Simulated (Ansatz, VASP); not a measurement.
This is a calculation of Co for VASP 6.6.1.

The input INCAR:

```
PREC = Accurate ; ENCUT = 520
EDIFF = 1E-6 ; ISMEAR = -1
SIGMA = 0.05 ; LREAL = F
LASPH = T ; NELM = 150
ALGO = Normal ; ISIF = 2
LWAVE = F ; LCHARG = T
ISPIN = 2 ; MAGMOM = 1.5
LORBIT = 11 ; NUPDOWN = 1.5
LMAXMIX = 4 ; GGA = PE
LELF = T ; LVHAR = T
NBANDS = 14
```

KPOINTS

```
regular mesh
0
Gamma
  11 11 11
```

The input POSCAR:

```
Co
1.0
   -1.4145745000      1.3929095500      1.3921574700
    1.4429802800     -1.3751271500      1.4027808400
    1.4112696000      1.3718222500     -1.3743750600
Co
1
Direct
    0.0000000000      0.0000000000      0.0000000000
```

Potentials or basis: VASP PAW PBE potentials, release 64 (Co).

Run with:

```console
$ cat potpaw_PBE.64/Co/POTCAR > POTCAR
$ mpirun -np 1 vasp_std > vasp.out
```

Problem. Set up the same calculation for Ansatz 0.2.0. Potentials there: Ansatz PAW.

Solution. As run (the cutoff follows the program's own potentials):

File input.yaml:

```yaml
crystal:
  lattice:
    - [-1.4145745, 1.39290955, 1.39215747]
    - [1.44298028, -1.37512715, 1.40278084]
    - [1.4112696, 1.37182225, -1.37437506]
  atoms:
    - { symbol: Co, position: [0.0, 0.0, 0.0], spin: 1.5 }
hamiltonian:
  xc: pbe
  pseudopotentials: { kind: paw }
magnetization:
  spin_polarized: true
  initial_magnetization: 1.5
  spin_locking: { lock_magnetization: hard }
kpoints:
  mp_grid: { grid: [11, 11, 11] }
scf:
  occupations: { method: fermi_dirac, width: 0.05 }
  lower_state_search: "off"
output:
  forces: true
  stress: true
  eigenvalues: true
```

Potentials or basis: Ansatz PAW.

The run is started by

```bash
$ ansatz run input.yaml --threads 2 --pin off --max-ram 5632MiB --backend cpu --events-out ev --progress --plain --runs-dir out
```

Both were run:

|  | VASP | Ansatz | Ansatz less VASP |
| --- | --- | --- | --- |
| pressure (GPa) | -2.6 | -1.9 | +0.63 |
| traceless stress, the component that is largest in VASP (GPa) | -2.74 | -2.82 | -0.084 |
| net moment per atom (μB) | 1.50 | 1.50 | 0.000 |
| size of the moment on the site where the two differ most (μB) | 1.53 | 1.57 | +0.048 |

Site moments also hang on the region over which each program counts them. VASP's potentials hold 9 valence electrons a cell and Ansatz's 17, so a difference there can come from the potentials and not from the codes.
